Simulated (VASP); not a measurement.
Input of a VASP 6.6.1 run:

The input INCAR:

```
ALGO = Normal ; EDIFF = 1E-8
ENCUT = 520 ; GGA = PE
ISIF = 2 ; ISMEAR = -1
LASPH = T ; LCHARG = F
LEFG = T ; LREAL = F
LWAVE = F ; NBANDS = 14
NELM = 100 ; PREC = Accurate
SIGMA = 0.08
```

Contents of KPOINTS:

```
k-points
0
Gamma
  16 16 16
```

The input POSCAR:

```
Rh
1.0
    0.0000000000      1.9141434134      1.9141434134
    1.9141434134      0.0000000000      1.9141434134
    1.9141434134      1.9141434134      0.0000000000
Rh
1
Direct
    0.0000000000      0.0000000000      0.0000000000
```

Potentials or basis: VASP PAW PBE potentials, release 64 (Rh_pv).

Run with:

```bash
$ cat potpaw_PBE.64/Rh_pv/POTCAR > POTCAR
$ mpirun -np 1 vasp_std > vasp.out
```

Question: Predict the pressure.

Answer: 0.7 GPa.

Caveat: without QUAD_EFG the Cq values of the log hold for a quadrupole moment of 1 mb, not for the nuclei.
